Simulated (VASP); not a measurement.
Here is a VASP 6.6.1 calculation.

Contents of INCAR:

```
ALGO     = Normal         # electronic algorithm
EDIFF    = 1E-6           # SCF threshold, eV
ENCUT    = 520            # plane-wave cutoff, eV
GGA      = PE             # functional
ISIF     = 2              # what is computed and relaxed
ISMEAR   = 0              # smearing method
LASPH    = True           # aspherical terms in the spheres
LCHARG   = True           # write CHGCAR
LELF     = True           # ELF
LREAL    = Auto         
LVHAR    = True         
LWAVE    = False          # write WAVECAR
NBANDS   = 74             # bands
NELM     = 60             # most SCF steps
PREC     = Accurate       # precision mode
SIGMA    = 0.05           # smearing width, eV
```

The input KPOINTS:

```
k-points
0
Gamma
  4 4 4
```

File POSCAR:

```
HfN
1.0
   -0.0001741382      4.5490526960      4.5490502766
    4.5489951475     -0.0001195362      4.5489956746
    4.5490600662      4.5490630127     -0.0001844549
Hf N
8 8
Direct
    0.2533623919      0.2499353910      0.2454982741
    0.2533674081      0.2499422087      0.7454575128
    0.2533476012      0.7499407687      0.2454852345
    0.2533719055      0.7499479080      0.7454675922
    0.7533085119      0.2499524227      0.2454987721
    0.7533337483      0.2499591584      0.7454861890
    0.7533127210      0.7499590245      0.2455107871
    0.7533212785      0.7499637707      0.7454691693
    0.0033408020     -0.0000499915     -0.0045175601
    0.0033378610     -0.0000457354      0.4954860403
    0.0033444243      0.4999478213     -0.0045165098
    0.0033371993      0.4999552551      0.4954845393
    0.5033427726     -0.0000456760     -0.0045210185
    0.5033442473     -0.0000533765      0.4954843768
    0.5033409606      0.4999470138     -0.0045165263
    0.5033418174      0.4999492391      0.4954862652
```

Potentials or basis: VASP PAW PBE potentials, release 64 (Hf_pv, N).

Launch:

```console
$ cat potpaw_PBE.64/Hf_pv/POTCAR potpaw_PBE.64/N/POTCAR > POTCAR
$ mpirun -np 1 vasp_std > vasp.out
```

(1) Estimate the band gap on the k mesh.

(2) What does it give for the pressure?

## Answers

(1) zero (band 60 reaches 9.30 eV, above the bottom of band 61 at 7.57 eV).

(2) -2.4 GPa.

Caveat: spin-orbit coupling is left out, which moves the levels of the heavy elements.
